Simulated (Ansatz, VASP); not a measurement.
Two plane-wave programs on Si3N4

```xyz
14
Lattice="7.6242 0.0000 0.0000 -3.8121 6.6027 0.0000 0.0000 0.0000 2.9104" Properties=species:S:1:pos:R:3 pbc="T T T"
Si    5.1890    1.1485    0.7244
Si    1.5999    5.0680    2.1796
Si    4.0350    3.9195    0.7244
Si   -1.3769    5.4542    2.1796
Si    2.2122    1.5347    0.7244
Si   -0.2230    2.6832    2.1796
N    -1.0321    2.1789    0.7244
N     5.2211    0.1956    2.1796
N     2.4412    4.6194    0.7244
N     4.8442    4.4238    2.1796
N    -1.4090    6.4071    0.7244
N     1.3709    1.9833    2.1796
N     3.8121    2.2009    0.7244
N     0.0000    4.4018    2.1796
```

Alike in both runs: functional PBEsol; k mesh 6 × 6 × 8; occupations gaussian, width 0.02 eV; no spin polarisation.

Ansatz relaxed the structure, and its values are those at the end. VASP's run is a single point on that final structure, the one shown.

```csv
,VASP,Ansatz
version,VASP 6.6.1,Ansatz 0.2.0
potentials or method,"VASP PAW PBE potentials, release 64 (Si, N), cutoff 520 eV","scalar-relativistic, plane waves, PAW"
valence electrons in the cell,64,64
```

```tsv
	VASP	Ansatz	Ansatz less VASP
gap on the k mesh at the Fermi level (eV)	4.19	4.20	+0.011
least direct gap on the mesh (eV)	4.38	4.39	+0.010
pressure (GPa)	0.2	0.0	-0.21
```

VASP's potentials were made for PBE, not for PBEsol.
